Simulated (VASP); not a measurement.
# Be2C (Fm-3m) in VASP: a series of runs, part 2 of 2

VASP 6.6.1.

### Step 3. Relaxation of cell and atoms, PBE

This run uses another cell than the first one, of 5.02 Å³/atom.

Contents of INCAR:

```
PREC = Accurate
ENCUT = 600
EDIFF = 1E-7
ISMEAR = -1
SIGMA = 0.02
LREAL = False
LASPH = True
NELM = 120
ALGO = Normal
ISIF = 3
LWAVE = False
LCHARG = False
GGA = PE
IBRION = 2
NSW = 80
EDIFFG = -0.005
GGA_COMPAT = False
NELMIN = 4
```

Contents of KPOINTS:

```
Automatic mesh
0
Gamma
  10 10 10
```

Contents of POSCAR:

```
Be2C
1.0
    0.0000000000      1.9596099521      1.9596099521
    1.9596099521      0.0000000000      1.9596099521
    1.9596099521      1.9596099521      0.0000000000
C Be
1 2
Direct
    0.0000000000      0.0000000000      0.0000000000
    0.2500000000      0.2500000000      0.2500000000
    0.7500000000      0.7500000000      0.7500000000
```

Potentials or basis: VASP PAW PBE potentials, release 64 (C, Be).

Started as:

```sh
$ cat potpaw_PBE.64/C/POTCAR potpaw_PBE.64/Be/POTCAR > POTCAR
$ mpirun -np 1 vasp_std > vasp.out
```

Wall time 38 s (1 thread of Intel Xeon 8259CL, shared host); peak memory 0.14 GiB.

Results (log left out):

| Item | Value |
| --- | --- |
| Free energy | -17.4539 eV |
| Relaxed volume | 6.77 Å³/atom |
| Relaxed cell | a = 3.062 Å, b = 3.062 Å, c = 3.062 Å, α = 60.00°, β = 60.00°, γ = 60.00° |
| Space group after relaxing (to 0.1 Å) | Fm-3m (No. 225) |
| Energy gained by relaxing | 443.1 meV/atom |
| Ionic steps | 5 |
| Pressure after relaxing | 0.1 GPa |
| Band gap on the k mesh | 1.16 eV (least direct gap 4.13 eV) |

Step by step:
| step | energy change (eV) | largest force (eV/Å) | pressure (GPa) | volume (Å³) |
| --- | --- | --- | --- | --- |
| 1 | 0.0000 | 0.0000 | 101.29 | 15.05 |
| 2 | -1.1340 | 0.0000 | -20.66 | 23.07 |
| 3 | -1.3291 | 0.0000 | 0.76 | 20.24 |
| 4 | -1.3292 | 0.0000 | -0.38 | 20.35 |
| 5 | -1.3293 | 0.0000 | 0.06 | 20.31 |

Final structure:
```cif
data_structure
_symmetry_space_group_name_H-M 'P 1'
_symmetry_Int_Tables_number 1
_cell_length_a 3.0623
_cell_length_b 3.0623
_cell_length_c 3.0623
_cell_angle_alpha 60.000
_cell_angle_beta 60.000
_cell_angle_gamma 60.000
_cell_volume 20.31
loop_
_atom_site_label
_atom_site_type_symbol
_atom_site_fract_x
_atom_site_fract_y
_atom_site_fract_z
_atom_site_occupancy
C1 C 0.00000 0.00000 0.00000 1
Be1 Be 0.25000 0.25000 0.25000 1
Be2 Be 0.75000 0.75000 0.75000 1
```

Levels at points of the mesh, in eV from the valence-band top:
```tsv
k point	band 2	band 3	band 4	band 5	band 6	band 7
(0.00, 0.00, 0.00)	0.00	0.00	0.00	4.13	4.13	4.13
(0.50, 0.00, 0.00)	-8.72	-1.83	-1.83	5.00	5.00	7.00
(0.50, 0.50, 0.00)	-6.77	-4.72	-4.72	1.16	5.72	13.24
```

Caveat: the volume moved by over 15 % at a fixed basis, so the end points are rough.

### Step 4. Single point, r2SCAN

This run uses another cell than the first one, of 6.72 Å³/atom.

Contents of POSCAR:

```
Be2C
1.0
    0.0000000000      2.1604856287      2.1604856287
    2.1604856287      0.0000000000      2.1604856287
    2.1604856287      2.1604856287      0.0000000000
C Be
1 2
Direct
    0.0000000000      0.0000000000      0.0000000000
    0.2500000000      0.2500000000      0.2500000000
    0.7500000000      0.7500000000      0.7500000000
```

Contents of INCAR.step1:

```
SYSTEM = Be2C
  PREC = Accurate
  ENCUT = 660
  ISMEAR = -1
  SIGMA = 0.02
  LREAL = .FALSE.
  LASPH = .TRUE.
  NELM = 120
  NBANDS = 11
  GGA = PE
  ALGO = Normal
  EDIFF = 1E-5
  LWAVE = .TRUE.
  LCHARG = .FALSE.
  GGA_COMPAT = .FALSE.
```

Contents of INCAR.step2:

```
SYSTEM = Be2C
  PREC = Accurate
  ENCUT = 660
  EDIFF = 1E-6
  ISMEAR = -1
  SIGMA = 0.02
  LREAL = .FALSE.
  LASPH = .TRUE.
  NELM = 120
  ALGO = Normal
  ISIF = 2
  LWAVE = .FALSE.
  LCHARG = .TRUE.
  METAGGA = R2SCAN
  LMIXTAU = .TRUE.
  LELF = .TRUE.
  LVHAR = .TRUE.
  NBANDS = 11
  ISTART = 1
  GGA_COMPAT = .FALSE.
```

Contents of KPOINTS:

```
regular mesh
0
G
  10 10 10
  0 0 0
```

Started as:

```sh
$ cat potpaw_PBE.64/C/POTCAR potpaw_PBE.64/Be/POTCAR > POTCAR
$ cp INCAR.step1 INCAR
$ mpirun -np 1 vasp_std > vasp.out
$ cp INCAR.step2 INCAR
$ mpirun -np 1 vasp_std > vasp.out
```

It took 97 s on 1 thread of Intel Xeon 8259CL, shared host; peak memory 0.16 GiB.

It converged, with:

* Free energy: -19.4759 eV
* Pressure: 0.8 GPa
* Band gap on the k mesh: 1.53 eV (least direct gap 4.63 eV)

Levels at points of the mesh, in eV from the valence-band top:
```
           k point  band 2  band 3  band 4  band 5  band 6  band 7
(0.00, 0.00, 0.00)    0.00    0.00    0.00    4.63    4.63    4.63
(0.50, 0.00, 0.00)   -9.11   -1.91   -1.91    5.54    5.54    7.62
(0.50, 0.50, 0.00)   -7.15   -4.93   -4.93    1.53    6.21   14.46
```

Caveat: the PAW data sets were made with another functional, which shifts forces and pressure a little. A k mesh can miss the band edges.

### Step 5. Single point, r2SCAN

This run uses another cell than the first one, of 6.72 Å³/atom.

POSCAR is that of step 4.

Contents of INCAR.step1:

```
SYSTEM = Be2C
PREC     = Accurate       ! precision mode
ENCUT    = 660            ! plane-wave cutoff, eV
ISMEAR   = 0              ! smearing method
SIGMA    = 0.01           ! smearing width, eV
LREAL    = .FALSE.        ! projectors in reciprocal space
LASPH    = .TRUE.         ! aspherical terms in the spheres
NELM     = 120            ! most SCF steps
NBANDS   = 11             ! bands
GGA      = PE             ! functional
ALGO     = Normal         ! electronic algorithm
EDIFF    = 1E-5           ! SCF threshold, eV
LWAVE    = .TRUE.         ! write WAVECAR
LCHARG   = .FALSE.        ! write CHGCAR
GGA_COMPAT= .FALSE.
```

Contents of INCAR.step2:

```
SYSTEM = Be2C
PREC     = Accurate       ! precision mode
ENCUT    = 660            ! plane-wave cutoff, eV
EDIFF    = 1E-6           ! SCF threshold, eV
ISMEAR   = 0              ! smearing method
SIGMA    = 0.01           ! smearing width, eV
LREAL    = .FALSE.        ! projectors in reciprocal space
LASPH    = .TRUE.         ! aspherical terms in the spheres
NELM     = 120            ! most SCF steps
ALGO     = Normal         ! electronic algorithm
ISIF     = 2              ! what is computed and relaxed
LWAVE    = .FALSE.        ! write WAVECAR
LCHARG   = .FALSE.        ! write CHGCAR
METAGGA  = R2SCAN         ! meta-GGA
LMIXTAU  = .TRUE.       
NBANDS   = 11             ! bands
ISTART   = 1            
GGA_COMPAT= .FALSE.
```

Contents of KPOINTS:

```
Automatic mesh
0
G
  10 10 10
  0 0 0
```

Potentials or basis: VASP PAW PBE potentials, release 64 (C, Be).

Started as:

```sh
$ cat potpaw_PBE.64/C/POTCAR potpaw_PBE.64/Be/POTCAR > POTCAR
$ cp INCAR.step1 INCAR
$ mpirun -np 1 vasp_std > vasp.out
$ cp INCAR.step2 INCAR
$ mpirun -np 1 vasp_std > vasp.out
```

OUTCAR:

```text
SYSTEM = Be2C
   PREC = Accurate
   ENCUT = 660
   EDIFF = 1E-6
   ISMEAR = 0
   LREAL = .FALSE.
   LASPH = .TRUE.
   NELM = 120
   ISIF = 2
   METAGGA = R2SCAN
   ISTART = 1

 ion  position               nearest neighbor table
   1  0.000  0.000  0.000-   3 1.87   3 1.87   3 1.87   2 1.87   3 1.87   2 1.87   2 1.87   2 1.87

   2  0.250  0.250  0.250-   1 1.87   1 1.87   1 1.87   1 1.87   3 2.16   3 2.16   3 2.16   3 2.16
                             3 2.16   3 2.16
   3  0.750  0.750  0.750-   1 1.87   1 1.87   1 1.87   1 1.87   2 2.16   2 2.16   2 2.16   2 2.16
                             2 2.16   2 2.16
[... 527 lines left out ...]
     10      26.1236      0.00000
     11      27.0022      0.00000

 [... further k-points ...]
[... 5 lines left out ...]
  --------------------------------------------------------------------------------------
  -------------------------------------------------------------------------------------
  Total        0.0986863      0.0986863      0.0986863     -0.0000000      0.0000000     -0.0000000
  in kB        7.8394051      7.8394051      7.8394051     -0.0000000      0.0000000     -0.0000000
  external PRESSURE =       7.8394051 kB  Pullay stress =       0.0000000 kB

 VOLUME and BASIS-vectors are now :
 -----------------------------------------------------------------------------
  energy-cutoff  :      660.00
  volume of cell :       20.17
      direct lattice vectors                 reciprocal lattice vectors
     0.000000000  2.160485629  2.160485629    -0.231429450  0.231429450  0.231429450
     2.160485629  0.000000000  2.160485629     0.231429450 -0.231429450  0.231429450
     2.160485629  2.160485629  0.000000000     0.231429450  0.231429450 -0.231429450

 POSITION                                       TOTAL-FORCE (eV/Angst)
 -----------------------------------------------------------------------------------
      0.00000      0.00000      0.00000        -0.000000     -0.000000     -0.000000
      1.08024      1.08024      1.08024         0.000000      0.000000     -0.000000
      3.24073      3.24073      3.24073         0.000000      0.000000      0.000000
 -----------------------------------------------------------------------------------
    total drift:                               -0.000000     -0.000000      0.000000

  FREE ENERGIE OF THE ION-ELECTRON SYSTEM (eV)
  ---------------------------------------------------
  free  energy   TOTEN  =       -19.4758585945 eV

  energy  without entropy=      -19.4758585945  energy(sigma->0) =      -19.47585859
```

OSZICAR.step1:

```text
N       E                     dE             d eps       ncg     rms          rms(c)
DAV:   1     0.955623200193E+01    0.95562E+01   -0.45397E+03  1034   0.799E+02
DAV:   2    -0.175445633193E+02   -0.27101E+02   -0.25371E+02  1372   0.148E+02
DAV:   3    -0.185632860766E+02   -0.10187E+01   -0.10140E+01  1378   0.219E+01
DAV:   4    -0.185691651351E+02   -0.58791E-02   -0.58774E-02  1210   0.196E+00
DAV:   5    -0.185691967358E+02   -0.31601E-04   -0.31600E-04  1315   0.134E-01    0.535E+00
DAV:   6    -0.175207978991E+02    0.10484E+01   -0.30860E+00  1079   0.836E+00    0.211E+00
DAV:   7    -0.174673459741E+02    0.53452E-01   -0.19012E-01  1264   0.308E+00    0.127E+00
DAV:   8    -0.174582705004E+02    0.90755E-02   -0.11338E-02  1115   0.126E+00    0.210E-01
DAV:   9    -0.174580826981E+02    0.18780E-03   -0.27070E-04  1298   0.109E-01    0.122E-01
DAV:  10    -0.174580826591E+02    0.39013E-07   -0.15858E-04  1206   0.873E-02    0.116E-02
DAV:  11    -0.174580820292E+02    0.62985E-06   -0.20063E-05  1007   0.238E-02
   1 F= -.17458082E+02 E0= -.17458082E+02  d E =-.781830E-12
```

It took 1.8 min on 1 thread of Intel Xeon 8259CL, shared host; peak memory 0.16 GiB.

Results:

```
Free energy            : -19.4759 eV
Pressure               : 0.8 GPa
Band gap on the k mesh : 1.53 eV (least direct gap 4.63 eV)
```

Caveat: the PAW data sets were made with another functional, which shifts forces and pressure a little.

### Step 6. Overview

```csv
task,level,cell,cutoff (eV),smearing,gap on the mesh (eV),pressure (GPa)
single point,PBE,"a = 3.061 Å, angles 60.0°, 3 atoms",600,fermi-dirac 0.02 eV,1.16,0.3
relaxation of cell and atoms,PBE,"relaxed from a = 2.771 Å, angles 60.0°, 3 atoms",600,fermi-dirac 0.02 eV,1.16,0.1
single point,r2SCAN,"a = 3.055 Å, angles 60.0°, 3 atoms",660,fermi-dirac 0.02 eV,1.53,0.8
single point,r2SCAN,"a = 3.055 Å, angles 60.0°, 3 atoms",660,gaussian 0.01 eV,1.53,0.8
```

Alike in all rows: potentials or basis VASP PAW PBE potentials, release 64 (C, Be); no spin polarisation; k mesh 10 × 10 × 10.

Caveats: the PAW data sets were made with another functional, which shifts forces and pressure a little (at least some runs); the volume moved by over 15 % at a fixed basis, so the end points are rough (at least some runs).

Total energies depend on the potentials used, so only differences within one code and one set of settings carry meaning.
